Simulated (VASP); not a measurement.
# Sn (I4_1/amd) in VASP: further runs

Runs on Sn. Level: r2SCAN. Tasks: single point.

Everything below comes from runs of VASP 6.6.1. Logs are shortened: lines on timing, memory, paths and dates and some standing lists are left out, and cuts for length are marked.

## (1) The cell of the first run

It takes space group I4_1/amd (No. 141, tetragonal). The conventional cell has a = 5.968 Å, b = 5.968 Å, c = 3.199 Å, α = 90.00°, β = 90.00°, γ = 90.00°. Sn (site symmetry -4m2) has 10 Sn at 3.09 to 3.83 Å within 4.1 Å.

## (2) Single point, r2SCAN (strain +0.0150 x Voigt [1, 1, 0, 0, 0, 0])

File POSCAR:

```
Sn
1.0
   -2.9842425621      2.9842425621      1.5993019889
    2.9842425621     -2.9842425621      1.5993019889
    2.9842425621      2.9842425621     -1.5993019889
Sn
2
Direct
    0.7500000000      0.2500000000      0.5000000000
    0.0000000000      0.0000000000      0.0000000000
```

File INCAR.step1:

```
ALGO     = Normal         # electronic algorithm
EDIFF    = 1E-4           # SCF threshold, eV
ENCUT    = 520            # plane-wave cutoff, eV
GGA      = PE             # functional
ISMEAR   = 0              # smearing method
LASPH    = T              # aspherical terms in the spheres
LCHARG   = F              # write CHGCAR
LREAL    = F              # projectors in reciprocal space
LWAVE    = T              # write WAVECAR
NBANDS   = 21             # bands
NELM     = 80             # most SCF steps
PREC     = Accurate       # precision mode
SIGMA    = 0.15           # smearing width, eV
```

File INCAR.step2:

```
ALGO     = Normal         # electronic algorithm
EDIFF    = 1E-6           # SCF threshold, eV
ENCUT    = 520            # plane-wave cutoff, eV
ISIF     = 2              # what is computed and relaxed
ISMEAR   = 0              # smearing method
ISTART   = 1            
LASPH    = T              # aspherical terms in the spheres
LCHARG   = F              # write CHGCAR
LMIXTAU  = T            
LREAL    = F              # projectors in reciprocal space
LWAVE    = F              # write WAVECAR
METAGGA  = R2SCAN         # meta-GGA
NBANDS   = 21             # bands
NELM     = 80             # most SCF steps
PREC     = Accurate       # precision mode
SIGMA    = 0.15           # smearing width, eV
```

File KPOINTS:

```
k-points
0
Gamma
  16 16 16
```

Potentials or basis: VASP PAW PBE potentials, release 64 (Sn_d).

Started as:

```
cat potpaw_PBE.64/Sn_d/POTCAR > POTCAR
cp INCAR.step1 INCAR
mpirun -np 1 vasp_std > vasp.out
cp INCAR.step2 INCAR
mpirun -np 1 vasp_std > vasp.out
```

OUTCAR:

```text
EDIFF = 1E-6
   ENCUT = 520
   ISIF = 2
   ISMEAR = 0
   ISTART = 1
   LASPH = T
   LREAL = F
   METAGGA = R2SCAN
   NELM = 80
   PREC = Accurate

 ion  position               nearest neighbor table
   1  0.750  0.250  0.500-   2 3.09   2 3.09   2 3.09   2 3.09
   2  0.000  0.000  0.000-   1 3.09   1 3.09   1 3.09   1 3.09

  LATTYP: Found a body centered tetragonal cell.
 ALAT       =     5.9684851242
 C/A-ratio  =     0.5359155483

  Lattice vectors:

 A1 = (  -2.9842425621,   2.9842425621,   1.5993019889)
 A2 = (   2.9842425621,  -2.9842425621,   1.5993019889)
 A3 = (   2.9842425621,   2.9842425621,  -1.5993019889)

Analysis of symmetry for initial positions (statically):
=====================================================================
 Subroutine PRICEL returns:
 Original cell was already a primitive cell.

 Routine SETGRP: Setting up the symmetry group for a
 body centered tetragonal supercell.

 Subroutine GETGRP returns: Found 16 space group operations
 (whereof  8 operations were pure point group operations)
 out of a pool of 16 trial point group operations.

The static configuration has the point symmetry D_2d.
 The point group associated with its full space group is D_4h.

Analysis of symmetry for dynamics (positions and initial velocities):
=====================================================================
 Subroutine PRICEL returns:
 Original cell was already a primitive cell.

 Routine SETGRP: Setting up the symmetry group for a
 body centered tetragonal supercell.

 Subroutine GETGRP returns: Found 16 space group operations
 (whereof  8 operations were pure point group operations)
 out of a pool of 16 trial point group operations.

The dynamic configuration has the point symmetry D_2d.
 The point group associated with its full space group is D_4h.

 Subroutine INISYM returns: Found 16 space group operations
 (whereof  8 operations are pure point group operations),
 and found     1 'primitive' translations

----------------------------------------------------------------------------------------

                                     Primitive cell

  volume of cell :      56.9716

  direct lattice vectors                    reciprocal lattice vectors
    -2.984242562  2.984242562  1.599301989     0.000000000  0.167546702  0.312636390
     2.984242562 -2.984242562  1.599301989     0.167546702  0.000000000  0.312636390
     2.984242562  2.984242562 -1.599301989     0.167546702  0.167546702  0.000000000

  length of vectors
     4.513222152  4.513222152  4.513222152     0.354701860  0.354701860  0.236946819

  position of ions in fractional coordinates (direct lattice)
     0.750000000  0.250000000  0.500000000
     0.000000000  0.000000000  0.000000000

  ion indices of the primitive-cell ions
   primitive index   ion index
                 1           1
                 2           2

----------------------------------------------------------------------------------------

 KPOINTS: k-points

Automatic generation of k-mesh.
 Grid dimensions read from file:
 generate k-points for:   16   16   16

 Generating k-lattice:

  Cartesian coordinates                     Fractional coordinates (reciprocal lattice)
     0.000000000  0.010471669  0.019539774     0.062500000  0.000000000 -0.000000000
     0.010471669  0.000000000  0.019539774     0.000000000  0.062500000 -0.000000000
     0.010471669  0.010471669  0.000000000     0.000000000  0.000000000  0.062500000

  Length of vectors
     0.022168866  0.022168866  0.014809176

  Shift w.r.t. Gamma in fractional coordinates (k-lattice)
     0.000000000  0.000000000  0.000000000

 Subroutine IBZKPT returns following result:
 ===========================================

 Found    349 irreducible k-points:

 Following reciprocal coordinates:
            Coordinates               Weight
  0.000000  0.000000  0.000000      1.000000
  0.062500  0.000000  0.000000      8.000000
  0.125000  0.000000  0.000000      8.000000
  0.187500  0.000000 -0.000000      8.000000
  0.250000  0.000000  0.000000      8.000000
  0.312500  0.000000  0.000000      8.000000
[... 16 lines left out ...]
 -0.125000  0.062500  0.000000     16.000000
 -0.062500  0.062500  0.000000      4.000000
 [... further k-points ...]
   k-points           NKPTS =    349   k-points in BZ     NKDIM =    349   number of bands    NBANDS=     21
   number of dos      NEDOS =    301   number of ions     NIONS =      2
   total plane-waves  NPLWV =  46656
   dimension x,y,z NGX =    36 NGY =   36 NGZ =   36
   dimension x,y,z NGXF=    72 NGYF=   72 NGZF=   72
   ions per type =               2
   NGX,Y,Z   is equivalent  to a cutoff of  13.26, 13.26, 13.26 a.u.
   NGXF,Y,Z  is equivalent  to a cutoff of  26.52, 26.52, 26.52 a.u.
 SYSTEM =  unknown system
   PREC   = accura    normal or accurate (medium, high low for compatibility)
   ISTART =      1    job   : 0-new  1-cont  2-samecut
   ICHARG =      0    charge: 1-file 2-atom 10-const
   ISPIN  =      1    spin polarized calculation?
   LNONCOLLINEAR =      F non collinear calculations
   LSORBIT =      F    spin-orbit coupling
   LASPH  =      T    aspherical Exc in radial PAW
   ENCUT  =  520.0 eV  38.22 Ry    6.18 a.u.   8.39  8.39  8.39*2*pi/ulx,y,z
   NELM   =     80;   NELMIN=  2; NELMDL=  0     # of ELM steps
   EDIFF  = 0.1E-05   stopping-criterion for ELM
   LREAL  =      F    real-space projection
   EDIFFG = 0.1E-04   stopping-criterion for IOM
   NSW    =      0    number of steps for IOM
   IBRION =     -1    ionic relax: 0-MD 1-quasi-New 2-CG
   NFREE  =      0    steps in history (QN), initial steepest desc. (CG)
   ISIF   =      2    stress and relaxation
   ISYM   =      2    0-nonsym 1-usesym 2-fastsym
   POTIM  = 0.5000    time-step for ionic-motion
   TEBEG  =    0.0;   TEEND  =   0.0 temperature during run
   PSTRESS=    0.0 pullay stress
   NELECT =      28.0000    total number of electrons
   NUPDOWN=      -1.0000    fix difference up-down
   EMIN   =  10.00;   EMAX   =-10.00  energy-range for DOS
   EFERMI =   0.00;   METHOD = LEGACY
   ISMEAR =     0;   SIGMA  =   0.15  broadening in eV -4-tet -1-fermi 0-gaus
   EFERMI_NEDOS =   21; number of points for ismear=-14 and -15
   IALGO  =     38    algorithm
   IMIX   =      4    mixing-type and parameters
     AMIX     =   0.40;   BMIX     =  1.00
     AMIX_MAG =   1.60;   BMIX_MAG =  1.00
  volume/ion in A,a.u.               =      28.49       192.23
  Fermi-wavevector in a.u.,A,eV,Ry     =   1.291937  2.441407 22.709494  1.669101
  Thomas-Fermi vector in A             =   2.423676
   LORBIT       =      0    0 simple, 1 ext, 2 COOP (PROOUT), +10 PAW based schemes
   METAGGA = R2SCAN    functional components
   LHFCALC =     F    Hartree Fock is set to
   AEXX    =    0.0000 exact exchange contribution
   IVDW    =     0    specifies the selected vdW correction
   LEPSILON=     F    determine dielectric tensor
   LRPA    =     F    only Hartree local field effects (RPA)
 non-spin polarized calculation
 Gauss-broadening in eV      SIGMA  =   0.15
  energy-cutoff  :      520.00
  volume of cell :       56.97
 maximum number of plane-waves:      1560
 NGX is ok and might be reduce to    36
   NGX = 17   NGY = 17   NGZ = 17

 number of electron      27.9999996 magnetization

 Free energy of the ion-electron system (eV)
  ---------------------------------------------------
  ext. energy  EPLUGINS =         0.00000000
  ---------------------------------------------------
  free energy    TOTEN  =       -49.24275324 eV

  energy without entropy =      -49.23266325  energy(sigma->0) =      -49.23770825

 E-fermi :   7.3190     XC(G=0): -10.8744

 val. band max:        7.3070946090   @ k =  -0.3125   0.3125   0.1875
 cond. band min:       7.3269227473   @ k =   0.1250   0.1250   0.0625
 fundamental gap:      0.0198281383
 Fermi energy:         7.3189731570

 k-point     1 :       0.0000    0.0000    0.0000
  band No.  band energies     occupation
      1     -14.9595      2.00000
      2     -14.8999      2.00000
      3     -14.8496      2.00000
      4     -14.8368      2.00000
      5     -14.6879      2.00000
      6     -14.6878      2.00000
[... 13 lines left out ...]
     20      17.2521      0.00000
     21      18.0016      0.00000

 k-point     2 :       0.0625    0.0000    0.0000
  band No.  band energies     occupation
      1     -14.9573      2.00000
      2     -14.8915      2.00000
      3     -14.8396      2.00000
      4     -14.8342      2.00000
      5     -14.6941      2.00000
      6     -14.6936      2.00000
[... 13 lines left out ...]
     20      17.2560      0.00000
     21      17.9150      0.00000

 k-point     3 :       0.1250    0.0000    0.0000
  band No.  band energies     occupation
      1     -14.9505      2.00000
      2     -14.8680      2.00000
      3     -14.8268      2.00000
      4     -14.8129      2.00000
      5     -14.7082      2.00000
      6     -14.7036      2.00000
[... 13 lines left out ...]
     20      16.5624      0.00000
     21      16.7024      0.00000

 k-point     4 :       0.1875    0.0000   -0.0000
  band No.  band energies     occupation
      1     -14.9392      2.00000
      2     -14.8353      2.00000
      3     -14.8158      2.00000
      4     -14.7805      2.00000
      5     -14.7264      2.00000
      6     -14.7080      2.00000
[... 13 lines left out ...]
     20      15.6584      0.00000
     21      16.0884      0.00000

 k-point     5 :       0.2500    0.0000    0.0000
  band No.  band energies     occupation
      1     -14.9255      2.00000
      2     -14.8053      2.00000
      3     -14.8034      2.00000
      4     -14.7653      2.00000
      5     -14.7449      2.00000
      6     -14.7073      2.00000
[... 13 lines left out ...]
     20      14.9494      0.00000
     21      16.1787      0.00000
[... 382 lines left out ...]
     20      15.9351      0.00000
     21      16.1440      0.00000

 k-point    22 :      -0.1875    0.0625    0.0000
  band No.  band energies     occupation
      1     -14.9422      2.00000
      2     -14.8695      2.00000
      3     -14.8207      2.00000
      4     -14.8187      2.00000
      5     -14.7078      2.00000
      6     -14.6983      2.00000
[... 13 lines left out ...]
     20      16.6578      0.00000
     21      16.9350      0.00000

 k-point    23 :      -0.1250    0.0625    0.0000
  band No.  band energies     occupation
      1     -14.9514      2.00000
      2     -14.8923      2.00000
      3     -14.8431      2.00000
      4     -14.8295      2.00000
      5     -14.6953      2.00000
      6     -14.6906      2.00000
[... 13 lines left out ...]
     20      17.4730      0.00000
     21      17.9495      0.00000

 k-point    24 :      -0.0625    0.0625    0.0000
  band No.  band energies     occupation
      1     -14.9564      2.00000
      2     -14.9003      2.00000
      3     -14.8512      2.00000
      4     -14.8344      2.00000
      5     -14.6893      2.00000
      6     -14.6865      2.00000
[... 13 lines left out ...]
     20      17.4858      0.00000
     21      18.0381      0.00000

 [... further k-points ...]
[... 5 lines left out ...]
  --------------------------------------------------------------------------------------
  -------------------------------------------------------------------------------------
  Total       -0.6710470     -0.6710470     -0.4253111      0.0000000      0.0000000      0.0000000
  in kB      -18.8714297    -18.8714297    -11.9607538      0.0000000      0.0000000      0.0000000
  external PRESSURE =     -16.5678711 kB  Pullay stress =       0.0000000 kB

 VOLUME and BASIS-vectors are now :
 -----------------------------------------------------------------------------
  energy-cutoff  :      520.00
  volume of cell :       56.97
      direct lattice vectors                 reciprocal lattice vectors
    -2.984242562  2.984242562  1.599301989     0.000000000  0.167546702  0.312636390
     2.984242562 -2.984242562  1.599301989     0.167546702  0.000000000  0.312636390
     2.984242562  2.984242562 -1.599301989     0.167546702  0.167546702  0.000000000

 POSITION                                       TOTAL-FORCE (eV/Angst)
 -----------------------------------------------------------------------------------
      0.00000      2.98424      0.79965         0.000000     -0.000000     -0.000000
      0.00000      0.00000      0.00000        -0.000000      0.000000      0.000000
 -----------------------------------------------------------------------------------
    total drift:                               -0.000000      0.000000     -0.000000

  FREE ENERGIE OF THE ION-ELECTRON SYSTEM (eV)
  ---------------------------------------------------
  free  energy   TOTEN  =       -49.2427532378 eV

  energy  without entropy=      -49.2326632540  energy(sigma->0) =      -49.23770825
```

Run time: 12 min. Hardware: 1 thread of Intel Xeon 6975P-C (Granite Rapids), shared host; peak memory 0.46 GiB.

Results:

* Free energy: -49.2428 eV
* Pressure: -1.7 GPa
* Band gap on the k mesh: zero (bands 14 and 15 overlap by 4.13 eV)

Caveat: the cell differs from its parent crystal (strain +0.0150 x Voigt [1, 1, 0, 0, 0, 0]); the PAW data sets were made with another functional, which shifts forces and pressure a little; spin-orbit coupling is left out, which moves the levels of the heavy elements.

## (3) Single point, r2SCAN (strain +0.0300 x Voigt [1, 1, 0, 0, 0, 0])

File POSCAR:

```
Sn
1.0
   -3.0283446690      3.0283446690      1.5993019889
    3.0283446690     -3.0283446690      1.5993019889
    3.0283446690      3.0283446690     -1.5993019889
Sn
2
Direct
    0.7500000000      0.2500000000      0.5000000000
    0.0000000000      0.0000000000      0.0000000000
```

File INCAR.step1:

```
SYSTEM = Sn
  PREC = Accurate
  ENCUT = 520
  ISMEAR = 0
  SIGMA = 0.15
  LREAL = .FALSE.
  LASPH = .TRUE.
  NELM = 60
  NBANDS = 21
  GGA = PE
  ALGO = Normal
  EDIFF = 1E-4
  LWAVE = .TRUE.
  LCHARG = .FALSE.
```

File INCAR.step2:

```
SYSTEM = Sn
  PREC = Accurate
  ENCUT = 520
  EDIFF = 1E-6
  ISMEAR = 0
  SIGMA = 0.15
  LREAL = .FALSE.
  LASPH = .TRUE.
  NELM = 60
  ALGO = Normal
  ISIF = 2
  LWAVE = .FALSE.
  LCHARG = .FALSE.
  METAGGA = R2SCAN
  LMIXTAU = .TRUE.
  NBANDS = 21
  ISTART = 1
```

File KPOINTS:

```
regular mesh
0
G
  16 16 16
  0 0 0
```

Potentials or basis: VASP PAW PBE potentials, release 64 (Sn_d).

Started as:

```
cat potpaw_PBE.64/Sn_d/POTCAR > POTCAR
cp INCAR.step1 INCAR
mpirun -np 1 vasp_std > vasp.out
cp INCAR.step2 INCAR
mpirun -np 1 vasp_std > vasp.out
```

It took 9.1 min on 1 thread of Intel Xeon 6975P-C (Granite Rapids), shared host; peak memory 0.46 GiB.

It converged, with:

* Free energy: -49.2153 eV
* Pressure: -2.9 GPa
* Band gap on the k mesh: zero (bands 14 and 15 overlap by 3.82 eV)

Stress tensor (GPa, compression positive):
```
-3.41  0.00  0.00
 0.00 -3.41  0.00
 0.00  0.00 -1.89
```

Levels at points of the mesh, in eV from the Fermi level:
| k point | band 10 | band 11 | band 12 | band 13 | band 14 | band 15 | band 16 | band 17 | band 18 | band 19 |
| --- | --- | --- | --- | --- | --- | --- | --- | --- | --- | --- |
| (0.00, 0.00, 0.00) | -21.82 | -11.07 | -4.18 | -2.03 | -2.03 | 3.40 | 5.92 | 5.92 | 7.18 | 7.29 |
| (0.50, 0.00, 0.00) | -21.85 | -6.82 | -5.25 | -2.40 | -1.78 | -0.97 | 2.66 | 2.82 | 4.53 | 7.35 |
| (0.50, 0.50, 0.00) | -21.92 | -8.93 | -8.93 | 0.45 | 0.45 | 1.43 | 1.43 | 6.58 | 6.58 | 10.12 |
| (0.50, 0.50, 0.50) | -21.96 | -7.79 | -7.79 | -4.59 | -4.59 | 5.67 | 5.67 | 8.78 | 8.78 | 12.96 |

Caveat: the cell differs from its parent crystal (strain +0.0300 x Voigt [1, 1, 0, 0, 0, 0]); the PAW data sets were made with another functional, which shifts forces and pressure a little; spin-orbit coupling is left out, which moves the levels of the heavy elements.
